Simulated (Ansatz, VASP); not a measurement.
F in VASP and in Ansatz

```
F
1.0
    -1.32197    1.32197    1.32197
     1.32197   -1.32197    1.32197
     1.32197    1.32197   -1.32197
F
1
Direct
  0.00000 0.00000 0.00000
```

Alike in both runs: functional PBEsol; k mesh 20 × 20 × 20; occupations fermi-dirac, width 0.1 eV; no spin polarisation.

Ansatz relaxed the structure, and its values are those at the end. VASP's run is a single point on that final structure, the one shown.

|  | VASP | Ansatz |
| --- | --- | --- |
| version | VASP 6.6.1 | Ansatz 0.2.0 |
| potentials or method | VASP PAW PBE potentials, release 64 (F) | PAW with Ansatz's default frozen-core files, scalar-relativistic |
| plane-wave cutoff (eV) | 520 | 420 |
| valence electrons in the cell | 7 | 7 |

|  | VASP | Ansatz | Ansatz less VASP |
| --- | --- | --- | --- |
| pressure (GPa) | -0.9 | 0.0 | +0.86 |

VASP's potentials were made for PBE, not for PBEsol.
